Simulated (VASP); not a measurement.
# Mn (Fd-3m) in VASP: a series of runs

The runs below take Mn through single point, with LDA.

All numbers are computed with VASP 6.6.1; they aren't measurements. Logs are shortened: lines on timing, memory, paths and dates and some standing lists are left out, and cuts for length are marked.

**1. The cell of the first run**

It takes space group Fd-3m (No. 227, cubic). Conventional cell: a = 4.483 Å, b = 4.483 Å, c = 4.483 Å, α = 90.00°, β = 90.00°, γ = 90.00°. Within 2.6 Å of Mn (site symmetry -43m) lie 4 Mn at 1.94 Å.

This isn't the form of Mn at room conditions, which is a 58-atom cubic cell.

**2. Single point, LDA, collinear spin, ferromagnetic start (11.26 Å³/atom)**

Input file INCAR:

```
SYSTEM = Mn
  PREC = Accurate
  ENCUT = 520
  EDIFF = 1E-7
  ISMEAR = -1
  SIGMA = 0.08
  LREAL = .FALSE.
  LASPH = .TRUE.
  NELM = 150
  ALGO = Normal
  ISIF = 2
  LWAVE = .FALSE.
  LCHARG = .FALSE.
  ISPIN = 2
  MAGMOM = 3 3
  LORBIT = 11
  LMAXMIX = 4
  GGA = CA
  NBANDS = 24
```

Input file KPOINTS:

```
Automatic mesh
0
G
  14 14 14
  0 0 0
```

Input file POSCAR:

```
Mn
1.0
    0.0000000000      2.2415671037      2.2415671037
    2.2415671037      0.0000000000      2.2415671037
    2.2415671037      2.2415671037      0.0000000000
Mn
2
Direct
   -0.1250000000     -0.1250000000     -0.1250000000
    0.1250000000      0.1250000000      0.1250000000
```

Potentials or basis: VASP PAW LDA potentials, release 64 (Mn_pv).

Command:

```console
cat potpaw_LDA.64/Mn_pv/POTCAR > POTCAR
mpirun -np 1 vasp_std > vasp.out
```

OUTCAR:

```text
SYSTEM = Mn
   PREC = Accurate
   ENCUT = 520
   EDIFF = 1E-7
   ISMEAR = -1
   LREAL = .FALSE.
   LASPH = .TRUE.
   NELM = 150
   ISIF = 2
   ISPIN = 2
   LORBIT = 11
   GGA = CA

 ion  position               nearest neighbor table
   1  0.875  0.875  0.875-   2 1.94   2 1.94   2 1.94   2 1.94
   2  0.125  0.125  0.125-   1 1.94   1 1.94   1 1.94   1 1.94

  LATTYP: Found a face centered cubic cell.
 ALAT       =     4.4831342074

  Lattice vectors:

 A1 = (   0.0000000000,   2.2415671037,   2.2415671037)
 A2 = (   2.2415671037,   0.0000000000,   2.2415671037)
 A3 = (   2.2415671037,   2.2415671037,   0.0000000000)

Analysis of symmetry for initial positions (statically):
=====================================================================
 Subroutine PRICEL returns:
 Original cell was already a primitive cell.

 Routine SETGRP: Setting up the symmetry group for a
 face centered cubic supercell.

 Subroutine GETGRP returns: Found 48 space group operations
 (whereof 12 operations were pure point group operations)
 out of a pool of 48 trial point group operations.

The static configuration has the point symmetry D_3d.
 The point group associated with its full space group is O_h .

Analysis of symmetry for dynamics (positions and initial velocities):
=====================================================================
 Subroutine PRICEL returns:
 Original cell was already a primitive cell.

 Routine SETGRP: Setting up the symmetry group for a
 face centered cubic supercell.

 Subroutine GETGRP returns: Found 48 space group operations
 (whereof 12 operations were pure point group operations)
 out of a pool of 48 trial point group operations.

The dynamic configuration has the point symmetry D_3d.
 The point group associated with its full space group is O_h .

Analysis of structural, dynamic, and magnetic symmetry:
=====================================================================
 Subroutine PRICEL returns:
 Original cell was already a primitive cell.

 Routine SETGRP: Setting up the symmetry group for a
 face centered cubic supercell.

 Subroutine GETGRP returns: Found 48 space group operations
 (whereof 12 operations were pure point group operations)
 out of a pool of 48 trial point group operations.

The overall configuration has the point symmetry D_3d.
 The point group associated with its full space group is O_h .

 Subroutine INISYM returns: Found 48 space group operations
 (whereof 12 operations are pure point group operations),
 and found     1 'primitive' translations

----------------------------------------------------------------------------------------

                                     Primitive cell

  volume of cell :      22.5261

[... 113 lines left out ...]
   GGA     = CA    functional components
   LHFCALC =     F    Hartree Fock is set to
   AEXX    =    0.0000 exact exchange contribution
   IVDW    =     0    specifies the selected vdW correction
   LEPSILON=     F    determine dielectric tensor
   LRPA    =     F    only Hartree local field effects (RPA)
 spin polarized calculation
  energy-cutoff  :      520.00
  volume of cell :       22.53
 maximum number of plane-waves:       620
   NGX = 11   NGY = 11   NGZ = 11

 number of electron      25.9999971 magnetization      -0.0004221

 number of electron      25.9999971 magnetization       0.0000382

 Free energy of the ion-electron system (eV)
  ---------------------------------------------------
  ext. energy  EPLUGINS =         0.00000000
  ---------------------------------------------------
  free energy    TOTEN  =       -16.36638752 eV

  energy without entropy =      -16.32160801  energy(sigma->0) =      -16.34399777

 E-fermi :   9.5737     XC(G=0): -13.6814

 val. band max:        9.5604616536   @ k =   0.4286   0.4286   0.0000
 cond. band min:       9.5848039484   @ k =  -0.3571   0.2857   0.0714
 fundamental gap:      0.0243422948
 Fermi energy:         9.5736744281

 spin component 1

 k-point     1 :       0.0000    0.0000    0.0000
  band No.  band energies     occupation
      1     -38.5107      1.00000
      2     -38.5107      1.00000
      3     -38.5107      1.00000
      4     -36.9668      1.00000
      5     -36.9668      1.00000
      6     -36.9668      1.00000
[... 637 lines left out ...]
     23      29.6169      0.00000
     24      30.8340      0.00000

 [... further k-points ...]

 spin component 2

 k-point     1 :       0.0000    0.0000    0.0000
  band No.  band energies     occupation
      1     -38.5106      1.00000
      2     -38.5106      1.00000
      3     -38.5106      1.00000
      4     -36.9668      1.00000
      5     -36.9668      1.00000
      6     -36.9668      1.00000
[... 637 lines left out ...]
     23      29.6169      0.00000
     24      30.8340      0.00000

 [... further k-points ...]

------------------------ aborting loop because EDIFF is reached ----------------------------------------

  FORCE on cell =-STRESS in cart. coord.  units (eV):
  Direction    XX          YY          ZZ          XY          YZ          ZX
  --------------------------------------------------------------------------------------
  -------------------------------------------------------------------------------------
  Total        9.5996353      9.5996353      9.5996353     -0.0000000     -0.0000000      0.0000000
  in kB      682.7788956    682.7788956    682.7788956     -0.0000000     -0.0000000      0.0000000
  external PRESSURE =     682.7788956 kB  Pullay stress =       0.0000000 kB

 VOLUME and BASIS-vectors are now :
 -----------------------------------------------------------------------------
  energy-cutoff  :      520.00
  volume of cell :       22.53
      direct lattice vectors                 reciprocal lattice vectors
     0.000000000  2.241567104  2.241567104    -0.223058234  0.223058234  0.223058234
     2.241567104  0.000000000  2.241567104     0.223058234 -0.223058234  0.223058234
     2.241567104  2.241567104  0.000000000     0.223058234  0.223058234 -0.223058234

 POSITION                                       TOTAL-FORCE (eV/Angst)
 -----------------------------------------------------------------------------------
      3.92274      3.92274      3.92274         0.000000      0.000000      0.000000
      0.56039      0.56039      0.56039        -0.000000     -0.000000     -0.000000
 -----------------------------------------------------------------------------------
    total drift:                                0.000000      0.000000      0.000000

  FREE ENERGIE OF THE ION-ELECTRON SYSTEM (eV)
  ---------------------------------------------------
  free  energy   TOTEN  =       -16.3663875223 eV

  energy  without entropy=      -16.3216080120  energy(sigma->0) =      -16.34399777

 total charge

# of ion       s       p       d       tot
------------------------------------------
    1        0.574   6.377   5.715  12.665
    2        0.574   6.377   5.715  12.665
--------------------------------------------------
tot          1.147  12.753  11.430  25.331

 magnetization (x)

# of ion       s       p       d       tot
------------------------------------------
    1        0.000   0.000   0.000   0.000
    2        0.000   0.000   0.000   0.000
--------------------------------------------------
tot          0.000   0.000   0.000   0.000
```

stdout:

```text
POSCAR found type information on POSCAR Mn
 POSCAR found :  1 types and       2 ions
 scaLAPACK will be used
 LDA part: xc-table for (Slater(with rela. corr.)+CA(PZ))
 , standard interpolation
 POSCAR, INCAR and KPOINTS ok, starting setup
 FFT: planning ... GRIDC
 FFT: planning ... GRID_SOFT
 FFT: planning ... GRID
 WAVECAR not read
 entering main loop
```

Run time: 70 s. Hardware: 1 thread of Intel Xeon 8259CL, shared host; peak memory 0.19 GiB.

Results:

| Quantity | Value |
| --- | --- |
| Free energy | -16.3664 eV |
| Pressure | 68.3 GPa |
| Band gap on the k mesh | zero (filled and empty bands overlap) |
| Net moment | 0.00 μB per cell |
| Valence electrons inside the program's atomic spheres | Mn 12.66 |

Levels at points of the mesh, in eV from the Fermi level:
Spin up:
```
           k point  band 11  band 12  band 13  band 14  band 15  band 16
(0.00, 0.00, 0.00)    -2.36    -2.36     0.51     0.51     0.51     3.22
(0.50, 0.00, 0.00)    -2.56    -2.56    -0.21     1.49     1.49     2.77
(0.50, 0.50, 0.00)    -0.21    -0.21    -0.15    -0.15     3.07     3.07
```
Spin down:
```tsv
k point	band 10	band 11	band 12	band 13	band 14	band 15	band 16	band 17
(0.00, 0.00, 0.00)	-2.36	-2.36	-2.36	0.51	0.51	0.51	3.22	3.22
(0.50, 0.00, 0.00)	-2.88	-2.56	-2.56	-0.21	1.49	1.49	2.77	2.77
(0.50, 0.50, 0.00)	-2.46	-0.21	-0.21	-0.15	-0.15	3.07	3.07	4.77
```

Caveat: atoms lie so close that the PAW spheres overlap strongly, which falsifies energies and pressures; the cell stands under pressure; the moments typed at the start vanished in this run.

**3. Single point, LDA, collinear spin, ferromagnetic start (11.26 Å³/atom)**

Input file INCAR:

```
PREC = Accurate
ENCUT = 520
EDIFF = 1E-7
ISMEAR = -1
SIGMA = 0.08
LREAL = F
LASPH = T
NELM = 150
ALGO = Normal
ISIF = 2
LWAVE = F
LCHARG = F
ISPIN = 2
MAGMOM = 3 3
LORBIT = 11
LMAXMIX = 4
GGA = CA
NBANDS = 24
```

Input file KPOINTS:

```
regular mesh
0
Gamma
  14 14 14
```

POSCAR is that of step 2.

Potentials or basis: VASP PAW LDA potentials, release 64 (Mn_pv).

Command:

```console
cat potpaw_LDA.64/Mn_pv/POTCAR > POTCAR
mpirun -np 1 vasp_std > vasp.out
```

Wall time 71 s (1 thread of Intel Xeon 8259CL, shared host); peak memory 0.19 GiB.

Results (log left out):

```
Free energy                                           : -16.3664 eV
Pressure                                              : 68.3 GPa
Band gap on the k mesh                                : zero (filled and empty bands overlap)
Net moment                                            : 0.00 μB per cell
Valence electrons inside the program's atomic spheres : Mn 12.66
```

Levels at points of the mesh, in eV from the Fermi level:
Spin up:
```
           k point  band 9  band 10  band 11  band 12  band 13  band 14  band 15  band 16  band 17  band 18
(0.00, 0.00, 0.00)   -3.41    -2.36    -2.36    -2.36     0.51     0.51     0.51     3.22     3.22    17.06
(0.50, 0.00, 0.00)   -3.22    -2.88    -2.56    -2.56    -0.21     1.49     1.49     2.77     2.77     4.83
(0.50, 0.50, 0.00)   -2.46    -2.46    -0.21    -0.21    -0.15    -0.15     3.07     3.07     4.77     4.77
```
Spin down:
```csv
k point,band 11,band 12,band 13,band 14,band 15,band 16
"(0.00, 0.00, 0.00)",-2.36,-2.36,0.51,0.51,0.51,3.22
"(0.50, 0.00, 0.00)",-2.56,-2.56,-0.21,1.49,1.49,2.77
"(0.50, 0.50, 0.00)",-0.21,-0.21,-0.15,-0.15,3.07,3.07
```

Caveat: atoms lie so close that the PAW spheres overlap strongly, which falsifies energies and pressures; the cell stands under pressure; the moments typed at the start vanished in this run.

**4. Single point, LDA, collinear spin, ferromagnetic start (12.67 Å³/atom)**

This run uses another cell than the first one, of 12.67 Å³/atom.

Input file INCAR:

```
SYSTEM = Mn
PREC     = Accurate       ! precision mode
ENCUT    = 520            ! plane-wave cutoff, eV
EDIFF    = 1E-6           ! SCF threshold, eV
ISMEAR   = -1             ! smearing method
SIGMA    = 0.08           ! smearing width, eV
LREAL    = .False.        ! projectors in reciprocal space
LASPH    = .True.         ! aspherical terms in the spheres
NELM     = 150            ! most SCF steps
ALGO     = Normal         ! electronic algorithm
ISIF     = 2              ! what is computed and relaxed
LWAVE    = .False.        ! write WAVECAR
LCHARG   = .False.        ! write CHGCAR
ISPIN    = 2              ! spin polarisation
MAGMOM   = 3 3            ! initial moments
LORBIT   = 11             ! projections on sites
LMAXMIX  = 4              ! l up to which the mixer works
GGA      = CA             ! functional
NBANDS   = 24             ! bands
```

Input file KPOINTS:

```
regular mesh
0
Gamma
  14 14 14
  0 0 0
```

Input file POSCAR:

```
Mn
1.0
    0.0000000000      2.3313237354      2.3313237354
    2.3313237354      0.0000000000      2.3313237354
    2.3313237354      2.3313237354      0.0000000000
Mn
2
Direct
   -0.1250000000     -0.1250000000     -0.1250000000
    0.1250000000      0.1250000000      0.1250000000
```

Command:

```console
cat potpaw_LDA.64/Mn_pv/POTCAR > POTCAR
mpirun -np 1 vasp_std > vasp.out
```

It took 2.2 min on 1 thread of Intel Xeon 8259CL, shared host; peak memory 0.21 GiB.

The run converged. Its results:

* Free energy: -17.1539 eV
* Pressure: 25.3 GPa
* Band gap on the k mesh: zero (filled and empty bands overlap)
* Net moment: 0.00 μB per cell
* Valence electrons inside the program's atomic spheres: Mn 12.40

Levels at points of the mesh, in eV from the Fermi level:
Spin up:
```csv
k point,band 9,band 10,band 11,band 12,band 13,band 14,band 15,band 16,band 17,band 18
"(0.00, 0.00, 0.00)",-2.81,-2.05,-2.05,-2.05,0.49,0.49,0.49,2.82,2.82,16.17
"(0.50, 0.00, 0.00)",-2.65,-2.65,-2.17,-2.17,-0.30,1.32,1.32,2.45,2.45,4.23
"(0.50, 0.50, 0.00)",-2.07,-2.07,-0.35,-0.35,-0.06,-0.06,2.72,2.72,4.27,4.27
```
Spin down:
```csv
k point,band 10,band 11,band 12,band 13,band 14,band 15,band 16,band 17
"(0.00, 0.00, 0.00)",-2.05,-2.05,-2.05,0.49,0.49,0.49,2.82,2.82
"(0.50, 0.00, 0.00)",-2.65,-2.17,-2.17,-0.30,1.32,1.32,2.45,2.45
"(0.50, 0.50, 0.00)",-2.07,-0.35,-0.35,-0.06,-0.06,2.72,2.72,4.27
```

Caveat: atoms lie so close that the PAW spheres overlap strongly, which falsifies energies and pressures; the cell stands under pressure; the moments typed at the start vanished in this run.

**5. Single point, LDA, collinear spin, ferromagnetic start (12.67 Å³/atom)**

This run uses another cell than the first one, of 12.67 Å³/atom.

Input file INCAR:

```
  ALGO = Normal
  EDIFF = 1E-6
  ENCUT = 520
  GGA = CA
  ISIF = 2
  ISMEAR = -1
  ISPIN = 2
  LASPH = T
  LCHARG = F
  LMAXMIX = 4
  LORBIT = 11
  LREAL = F
  LWAVE = F
  MAGMOM = 3 3
  NBANDS = 24
  NELM = 150
  PREC = Accurate
  SIGMA = 0.08
```

Input file KPOINTS:

```
k-points
0
Gamma
  14 14 14
```

POSCAR is that of step 4.

Command:

```console
cat potpaw_LDA.64/Mn_pv/POTCAR > POTCAR
mpirun -np 1 vasp_std > vasp.out
```

It took 2.2 min on 1 thread of Intel Xeon 8259CL, shared host; peak memory 0.21 GiB.

The run converged. Its results:

| Quantity | Value |
| --- | --- |
| Free energy | -17.1539 eV |
| Pressure | 25.3 GPa |
| Band gap on the k mesh | zero (filled and empty bands overlap) |
| Net moment | 0.00 μB per cell |
| Valence electrons inside the program's atomic spheres | Mn 12.40 |

Levels at points of the mesh, in eV from the Fermi level:
Spin up:
```tsv
k point	band 9	band 10	band 11	band 12	band 13	band 14	band 15	band 16	band 17	band 18
(0.00, 0.00, 0.00)	-2.81	-2.05	-2.05	-2.05	0.49	0.49	0.49	2.82	2.82	16.17
(0.50, 0.00, 0.00)	-2.65	-2.65	-2.17	-2.17	-0.30	1.32	1.32	2.45	2.45	4.23
(0.50, 0.50, 0.00)	-2.07	-2.07	-0.35	-0.35	-0.06	-0.06	2.72	2.72	4.27	4.27
```
Spin down:
```
           k point  band 11  band 12  band 13  band 14  band 15  band 16
(0.00, 0.00, 0.00)    -2.05    -2.05     0.49     0.49     0.49     2.82
(0.50, 0.00, 0.00)    -2.17    -2.17    -0.30     1.32     1.32     2.45
(0.50, 0.50, 0.00)    -0.35    -0.35    -0.06    -0.06     2.72     2.72
```

Caveat: atoms lie so close that the PAW spheres overlap strongly, which falsifies energies and pressures; the cell stands under pressure; the moments typed at the start vanished in this run.

(Part 1 of 2 ends here.)

The gap in the log of VASP goes by the Fermi energy; the results here count the filled bands.